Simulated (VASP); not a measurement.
# Ru (P6_3/mmc) in VASP: notebook, part 2 of 2

VASP 6.6.1. Earlier steps stand in the parts before.

## Step 4: Single point, r2SCAN

This run uses another cell than the first one, of 13.49 Å³/atom, 0.909 times its volume.

File POSCAR:

```
Ru
1.0
    2.7023482491      0.0000000000      0.0000000000
   -1.3511741246      2.3403022336      0.0000000000
    0.0000000000      0.0000000000      4.2659655206
Ru
2
Direct
    0.3333333333      0.6666666667      0.2500000000
    0.6666666667      0.3333333333      0.7500000000
```

File INCAR.step1:

```
SYSTEM = Ru
  PREC = Accurate
  ENCUT = 520
  ISMEAR = 0
  SIGMA = 0.1
  LREAL = .FALSE.
  LASPH = .TRUE.
  NELM = 80
  NBANDS = 21
  GGA = PE
  ALGO = Normal
  EDIFF = 1E-4
  LWAVE = .TRUE.
  LCHARG = .FALSE.
```

File INCAR.step2:

```
SYSTEM = Ru
  PREC = Accurate
  ENCUT = 520
  EDIFF = 1E-7
  ISMEAR = 0
  SIGMA = 0.1
  LREAL = .FALSE.
  LASPH = .TRUE.
  NELM = 80
  ALGO = Normal
  ISIF = 2
  LWAVE = .FALSE.
  LCHARG = .FALSE.
  METAGGA = R2SCAN
  LMIXTAU = .TRUE.
  NBANDS = 21
  ISTART = 1
```

File KPOINTS:

```
Automatic mesh
0
G
  15 15 8
  0 0 0
```

Potentials or basis: VASP PAW PBE potentials, release 64 (Ru_pv).

The run is started by

```bash
cat potpaw_PBE.64/Ru_pv/POTCAR > POTCAR
cp INCAR.step1 INCAR
mpirun -np 1 vasp_std > vasp.out
cp INCAR.step2 INCAR
mpirun -np 1 vasp_std > vasp.out
```

OUTCAR:

```text
SYSTEM = Ru
   PREC = Accurate
   ENCUT = 520
   EDIFF = 1E-7
   ISMEAR = 0
   LREAL = .FALSE.
   LASPH = .TRUE.
   NELM = 80
   ISIF = 2
   METAGGA = R2SCAN
   ISTART = 1

 ion  position               nearest neighbor table
   1  0.333  0.667  0.250-   2 2.64   2 2.64   2 2.64   2 2.64   2 2.64   2 2.64
   2  0.667  0.333  0.750-   1 2.64   1 2.64   1 2.64   1 2.64   1 2.64   1 2.64

  LATTYP: Found a hexagonal cell.
 ALAT       =     2.7023482491
 C/A-ratio  =     1.5786142745

  Lattice vectors:

 A1 = (   2.7023482491,   0.0000000000,   0.0000000000)
 A2 = (  -1.3511741246,   2.3403022336,   0.0000000000)
 A3 = (   0.0000000000,   0.0000000000,   4.2659655206)

Analysis of symmetry for initial positions (statically):
=====================================================================
 Subroutine PRICEL returns:
 Original cell was already a primitive cell.

 Routine SETGRP: Setting up the symmetry group for a
 hexagonal supercell.

 Subroutine GETGRP returns: Found 24 space group operations
 (whereof 12 operations were pure point group operations)
 out of a pool of 24 trial point group operations.

The static configuration has the point symmetry D_3d.
 The point group associated with its full space group is D_6h.

Analysis of symmetry for dynamics (positions and initial velocities):
=====================================================================
 Subroutine PRICEL returns:
 Original cell was already a primitive cell.

 Routine SETGRP: Setting up the symmetry group for a
 hexagonal supercell.

 Subroutine GETGRP returns: Found 24 space group operations
 (whereof 12 operations were pure point group operations)
 out of a pool of 24 trial point group operations.

The dynamic configuration has the point symmetry D_3d.
 The point group associated with its full space group is D_6h.

 Subroutine INISYM returns: Found 24 space group operations
[... 106 lines left out ...]
   TEBEG  =    0.0;   TEEND  =   0.0 temperature during run
   PSTRESS=    0.0 pullay stress
   NELECT =      28.0000    total number of electrons
   NUPDOWN=      -1.0000    fix difference up-down
   EMIN   =  10.00;   EMAX   =-10.00  energy-range for DOS
   EFERMI =   0.00;   METHOD = LEGACY
   ISMEAR =     0;   SIGMA  =   0.10  broadening in eV -4-tet -1-fermi 0-gaus
   EFERMI_NEDOS =   21; number of points for ismear=-14 and -15
   IALGO  =     38    algorithm
   IMIX   =      4    mixing-type and parameters
     AMIX     =   0.40;   BMIX     =  1.00
     AMIX_MAG =   1.60;   BMIX_MAG =  1.00
  volume/ion in A,a.u.               =      13.49        91.03
  Fermi-wavevector in a.u.,A,eV,Ry     =   1.657489  3.132200 37.378872  2.747270
  Thomas-Fermi vector in A             =   2.745233
   LORBIT       =      0    0 simple, 1 ext, 2 COOP (PROOUT), +10 PAW based schemes
   METAGGA = R2SCAN    functional components
   LHFCALC =     F    Hartree Fock is set to
   AEXX    =    0.0000 exact exchange contribution
   IVDW    =     0    specifies the selected vdW correction
   LEPSILON=     F    determine dielectric tensor
   LRPA    =     F    only Hartree local field effects (RPA)
 non-spin polarized calculation
 Gauss-broadening in eV      SIGMA  =   0.10
  energy-cutoff  :      520.00
  volume of cell :       26.98
 maximum number of plane-waves:       744
 NGX is ok and might be reduce to    20
   NGX =  9   NGY =  9   NGZ = 15

 number of electron      28.0000004 magnetization

 Free energy of the ion-electron system (eV)
  ---------------------------------------------------
  ext. energy  EPLUGINS =         0.00000000
  ---------------------------------------------------
  free energy    TOTEN  =       -50.86467771 eV

  energy without entropy =      -50.85749538  energy(sigma->0) =      -50.86108654

 E-fermi :  12.8406     XC(G=0): -15.4540

 val. band max:       12.8226850478   @ k =   0.2667   0.2000   0.1250
 cond. band min:      12.8700234543   @ k =   0.0667   0.0000   0.3750
 fundamental gap:      0.0473384065
 Fermi energy:        12.8405698289

 k-point     1 :       0.0000    0.0000    0.0000
  band No.  band energies     occupation
      1     -32.2690      2.00000
      2     -31.2440      2.00000
      3     -31.2440      2.00000
      4     -31.0551      2.00000
      5     -31.0551      2.00000
      6     -31.0031      2.00000
[... 565 lines left out ...]
     20      21.2507      0.00000
     21      23.3455      0.00000

 [... further k-points ...]
[... 5 lines left out ...]
  --------------------------------------------------------------------------------------
  -------------------------------------------------------------------------------------
  Total        0.2572332      0.2572332      0.2608474     -0.0000000      0.0000000      0.0000000
  in kB       15.2759080     15.2759080     15.4905403     -0.0000000      0.0000000      0.0000000
  external PRESSURE =      15.3474521 kB  Pullay stress =       0.0000000 kB

 VOLUME and BASIS-vectors are now :
 -----------------------------------------------------------------------------
  energy-cutoff  :      520.00
  volume of cell :       26.98
      direct lattice vectors                 reciprocal lattice vectors
     2.702348249  0.000000000  0.000000000     0.370048531  0.213647619  0.000000000
    -1.351174125  2.340302234  0.000000000     0.000000000  0.427295238  0.000000000
     0.000000000  0.000000000  4.265965521     0.000000000  0.000000000  0.234413521

 POSITION                                       TOTAL-FORCE (eV/Angst)
 -----------------------------------------------------------------------------------
     -0.00000      1.56020      1.06649         0.000000     -0.000000      0.000000
      1.35117      0.78010      3.19947        -0.000000      0.000000      0.000000
 -----------------------------------------------------------------------------------
    total drift:                               -0.000000      0.000000     -0.000000

  FREE ENERGIE OF THE ION-ELECTRON SYSTEM (eV)
  ---------------------------------------------------
  free  energy   TOTEN  =       -50.8646777139 eV

  energy  without entropy=      -50.8574953753  energy(sigma->0) =      -50.86108654
```

OSZICAR.step1:

```text
N       E                     dE             d eps       ncg     rms          rms(c)
DAV:   1     0.286724742076E+03    0.28672E+03   -0.17570E+04  5670   0.149E+03
DAV:   2    -0.139676058615E+02   -0.30069E+03   -0.29144E+03  5830   0.444E+02
DAV:   3    -0.197583287488E+02   -0.57907E+01   -0.57581E+01  6645   0.693E+01
DAV:   4    -0.198004772123E+02   -0.42148E-01   -0.42098E-01  7151   0.565E+00
DAV:   5    -0.198010011648E+02   -0.52395E-03   -0.52034E-03  6478   0.567E-01    0.180E+01
DAV:   6    -0.185503219055E+02    0.12507E+01   -0.28209E+00  6510   0.164E+01    0.494E+00
DAV:   7    -0.184737177501E+02    0.76604E-01   -0.44384E-01  6540   0.494E+00    0.105E+00
DAV:   8    -0.184662410113E+02    0.74767E-02   -0.16638E-02  6150   0.111E+00    0.345E-01
DAV:   9    -0.184658605152E+02    0.38050E-03   -0.73097E-04  6515   0.288E-01    0.341E-02
DAV:  10    -0.184658697605E+02   -0.92452E-05   -0.49157E-05  3585   0.736E-02
   1 F= -.18465870E+02 E0= -.18462056E+02  d E =-.762848E-02
```

Wall time 2.7 min (1 thread of Intel Xeon Platinum 8259CL at 2.50GHz (Skylake/Cascade Lake), shared host); peak memory 0.18 GiB.

What came out:

- Free energy: -50.8647 eV
- Pressure: 1.5 GPa
- Band gap on the k mesh: zero (band 14 reaches 14.48 eV, above the bottom of band 15 at 11.24 eV)

Caveat: the PAW data sets were made with another functional, which shifts forces and pressure a little.

## Step 5: Single point, r2SCAN

This run uses another cell than the first one, of 13.49 Å³/atom, 0.909 times its volume.

POSCAR is that of step 4.

File INCAR.step1:

```
ALGO     = Normal         # electronic algorithm
EDIFF    = 1E-4           # SCF threshold, eV
ENCUT    = 520            # plane-wave cutoff, eV
GGA      = PE             # functional
ISMEAR   = 0              # smearing method
LASPH    = True           # aspherical terms in the spheres
LCHARG   = False          # write CHGCAR
LREAL    = False          # projectors in reciprocal space
LWAVE    = True           # write WAVECAR
NBANDS   = 21             # bands
NELM     = 80             # most SCF steps
PREC     = Accurate       # precision mode
SIGMA    = 0.1            # smearing width, eV
```

File INCAR.step2:

```
ALGO     = Normal         # electronic algorithm
EDIFF    = 1E-7           # SCF threshold, eV
ENCUT    = 520            # plane-wave cutoff, eV
ISIF     = 2              # what is computed and relaxed
ISMEAR   = 0              # smearing method
ISTART   = 1            
LASPH    = True           # aspherical terms in the spheres
LCHARG   = True           # write CHGCAR
LELF     = True           # ELF
LMIXTAU  = True         
LREAL    = False          # projectors in reciprocal space
LVHAR    = True         
LWAVE    = False          # write WAVECAR
METAGGA  = R2SCAN         # meta-GGA
NBANDS   = 21             # bands
NELM     = 80             # most SCF steps
PREC     = Accurate       # precision mode
SIGMA    = 0.1            # smearing width, eV
```

File KPOINTS:

```
k-points
0
Gamma
  18 18 10
```

Potentials or basis: VASP PAW PBE potentials, release 64 (Ru_pv).

The run is started by

```bash
cat potpaw_PBE.64/Ru_pv/POTCAR > POTCAR
cp INCAR.step1 INCAR
mpirun -np 1 vasp_std > vasp.out
cp INCAR.step2 INCAR
mpirun -np 1 vasp_std > vasp.out
```

OUTCAR:

```text
EDIFF = 1E-7
   ENCUT = 520
   ISIF = 2
   ISMEAR = 0
   ISTART = 1
   LASPH = True
   LREAL = False
   METAGGA = R2SCAN
   NELM = 80
   PREC = Accurate

 ion  position               nearest neighbor table
   1  0.333  0.667  0.250-   2 2.64   2 2.64   2 2.64   2 2.64   2 2.64   2 2.64
   2  0.667  0.333  0.750-   1 2.64   1 2.64   1 2.64   1 2.64   1 2.64   1 2.64

  LATTYP: Found a hexagonal cell.
 ALAT       =     2.7023482491
 C/A-ratio  =     1.5786142745

  Lattice vectors:

 A1 = (   2.7023482491,   0.0000000000,   0.0000000000)
 A2 = (  -1.3511741246,   2.3403022336,   0.0000000000)
 A3 = (   0.0000000000,   0.0000000000,   4.2659655206)

Analysis of symmetry for initial positions (statically):
=====================================================================
 Subroutine PRICEL returns:
 Original cell was already a primitive cell.

 Routine SETGRP: Setting up the symmetry group for a
 hexagonal supercell.

 Subroutine GETGRP returns: Found 24 space group operations
 (whereof 12 operations were pure point group operations)
[... 156 lines left out ...]

 number of electron      28.0000004 magnetization

 Free energy of the ion-electron system (eV)
  ---------------------------------------------------
  ext. energy  EPLUGINS =         0.00000000
  ---------------------------------------------------
  free energy    TOTEN  =       -50.85894049 eV

  energy without entropy =      -50.85013438  energy(sigma->0) =      -50.85453744

 E-fermi :  12.8391     XC(G=0): -15.4528

 val. band max:       12.8382074782   @ k =   0.1667   0.1111   0.3000
 cond. band min:      12.8621157335   @ k =   0.0556   0.0000   0.1000
 fundamental gap:      0.0239082553
 Fermi energy:        12.8391091004

 k-point     1 :       0.0000    0.0000    0.0000
  band No.  band energies     occupation
      1     -32.2680      2.00000
      2     -31.2396      2.00000
      3     -31.2396      2.00000
      4     -31.0506      2.00000
      5     -31.0506      2.00000
      6     -31.0020      2.00000
[... 565 lines left out ...]
     20      21.2575      0.00000
     21      24.6521      0.00000

 [... further k-points ...]
[... 5 lines left out ...]
  --------------------------------------------------------------------------------------
  -------------------------------------------------------------------------------------
  Total        0.2511622      0.2511622      0.2786397     -0.0000000     -0.0000000      0.0000000
  in kB       14.9153770     14.9153770     16.5471384     -0.0000000     -0.0000000      0.0000000
  external PRESSURE =      15.4592975 kB  Pullay stress =       0.0000000 kB

 VOLUME and BASIS-vectors are now :
 -----------------------------------------------------------------------------
  energy-cutoff  :      520.00
  volume of cell :       26.98
      direct lattice vectors                 reciprocal lattice vectors
     2.702348249  0.000000000  0.000000000     0.370048531  0.213647619  0.000000000
    -1.351174125  2.340302234  0.000000000     0.000000000  0.427295238  0.000000000
     0.000000000  0.000000000  4.265965521     0.000000000  0.000000000  0.234413521

 POSITION                                       TOTAL-FORCE (eV/Angst)
 -----------------------------------------------------------------------------------
     -0.00000      1.56020      1.06649        -0.000000     -0.000000      0.000000
      1.35117      0.78010      3.19947         0.000000      0.000000      0.000000
 -----------------------------------------------------------------------------------
    total drift:                               -0.000000      0.000000     -0.000000

  FREE ENERGIE OF THE ION-ELECTRON SYSTEM (eV)
  ---------------------------------------------------
  free  energy   TOTEN  =       -50.8589404937 eV

  energy  without entropy=      -50.8501343805  energy(sigma->0) =      -50.85453744
```

OUTCAR.step1:

```text
EDIFF = 1E-4
   ENCUT = 520
   GGA = PE
   ISMEAR = 0
   LASPH = True
[... 800 lines left out ...]
 -----------------------------------------------------------------------------------
     -0.00000      1.56020      1.06649         0.000000     -0.000000      0.000000
      1.35117      0.78010      3.19947        -0.000000      0.000000      0.000000
 -----------------------------------------------------------------------------------
    total drift:                               -0.000000      0.000000     -0.000000

  FREE ENERGIE OF THE ION-ELECTRON SYSTEM (eV)
  ---------------------------------------------------
  free  energy   TOTEN  =       -18.4604699911 eV

  energy  without entropy=      -18.4514057764  energy(sigma->0) =      -18.45593788
```

OSZICAR.step1:

```text
N       E                     dE             d eps       ncg     rms          rms(c)
DAV:   1     0.289505026483E+03    0.28951E+03   -0.17550E+04  9356   0.148E+03
DAV:   2    -0.138824745275E+02   -0.30339E+03   -0.29413E+03  9549   0.447E+02
DAV:   3    -0.197524244741E+02   -0.58699E+01   -0.58355E+01 11019   0.697E+01
DAV:   4    -0.197963321346E+02   -0.43908E-01   -0.43849E-01 11609   0.576E+00
DAV:   5    -0.197968749751E+02   -0.54284E-03   -0.53954E-03 10732   0.565E-01    0.180E+01
DAV:   6    -0.185443202767E+02    0.12526E+01   -0.28065E+00 10689   0.164E+01    0.494E+00
DAV:   7    -0.184682318783E+02    0.76088E-01   -0.43011E-01 10694   0.488E+00    0.107E+00
DAV:   8    -0.184607272868E+02    0.75046E-02   -0.16928E-02 10264   0.111E+00    0.316E-01
DAV:   9    -0.184604610837E+02    0.26620E-03   -0.61656E-04 10347   0.264E-01    0.343E-02
DAV:  10    -0.184604699911E+02   -0.89074E-05   -0.47585E-05  6082   0.727E-02
   1 F= -.18460470E+02 E0= -.18455938E+02  d E =-.906421E-02
```

It took 5.4 min on 1 thread of Intel Xeon Platinum 8259CL at 2.50GHz (Skylake/Cascade Lake), shared host; peak memory 0.22 GiB.

What came out:

* Free energy: -50.8589 eV
* Pressure: 1.5 GPa
* Band gap on the k mesh: zero (band 14 reaches 14.41 eV, above the bottom of band 15 at 11.12 eV)

Stress tensor (GPa, compression positive):
```
1.49 0.00 0.00
0.00 1.49 0.00
0.00 0.00 1.65
```

Levels at points of the mesh, in eV from the Fermi level:
| k point | band 11 | band 12 | band 13 | band 14 | band 15 | band 16 | band 17 | band 18 |
| --- | --- | --- | --- | --- | --- | --- | --- | --- |
| (0.00, 0.00, 0.00) | -2.51 | -2.00 | -2.00 | -1.48 | -1.48 | 1.25 | 1.25 | 1.40 |
| (0.50, 0.00, 0.00) | -2.17 | -1.88 | -1.57 | 1.49 | 1.93 | 2.03 | 4.27 | 6.46 |
| (0.00, 0.00, 0.50) | -2.91 | -2.91 | -2.83 | -2.83 | 0.58 | 0.58 | 0.58 | 0.58 |
| (0.50, 0.00, 0.50) | -1.12 | -1.12 | 0.48 | 0.48 | 1.76 | 1.76 | 3.57 | 3.57 |

Caveat: the PAW data sets were made with another functional, which shifts forces and pressure a little.

## Step 6: The runs side by side

| task | cell | k mesh | cutoff (eV) | gap on the mesh (eV) | pressure (GPa) |
| --- | --- | --- | --- | --- | --- |
| relaxation of shape and atoms at fixed volume | relaxed from a = 2.792, b = 2.792, c = 4.395 Å, angles 90.0, 90.0, 120.0°, 2 atoms | 18 × 18 × 10 | 600 | none | -24.6 |
| single point | a = 2.702, b = 2.702, c = 4.266 Å, angles 90.0, 90.0, 120.0°, 2 atoms | 18 × 18 × 10 | 520 | none | 1.5 |
| single point | a = 2.702, b = 2.702, c = 4.266 Å, angles 90.0, 90.0, 120.0°, 2 atoms | 15 × 15 × 8 | 520 | none | 1.5 |

Alike in all rows: level r2SCAN; potentials or basis VASP PAW PBE potentials, release 64 (Ru_pv); no spin polarisation; smearing gaussian 0.1 eV.

Caveats: the PAW data sets were made with another functional, which shifts forces and pressure a little.

Absolute energies hang on the potentials; compare differences alone.
